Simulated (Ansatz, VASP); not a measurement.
C in VASP and in Ansatz

```
CELL_PARAMETERS angstrom
0.00000 2.05372 1.78584
1.51797 0.00000 1.78584
1.51797 2.05372 0.00000
ATOMIC_POSITIONS crystal
C 0.50000 0.50000 0.50000
C 0.75000 0.75000 0.75000
```

Change from the starting cell: strain +e along x and -e along y -0.1500, strain +e along z and -e/2 along x and y +0.0000.

Alike in both runs: task single point; functional PBE; k mesh 12 × 12 × 12; occupations gaussian, width 0.05 eV; no spin polarisation.

```csv
,VASP,Ansatz
version,VASP 6.6.1,Ansatz 0.2.0
potentials or method,"VASP PAW PBE potentials, release 64 (C), cutoff 520 eV","scalar-relativistic, plane waves, PAW"
valence electrons in the cell,8,8
```

|  | VASP | Ansatz | Ansatz less VASP |
| --- | --- | --- | --- |
| gap on the k mesh at the Fermi level (eV) | none | none | - |
| pressure (GPa) | 12.5 | 11.9 | -0.57 |
| traceless stress, the component that is largest in VASP (GPa) | -152.75 | -152.79 | -0.039 |

A gap of «none» marks a metal or a gap that the smearing closes. The functional is the same, so the differences come from potentials, cutoffs and numerics.
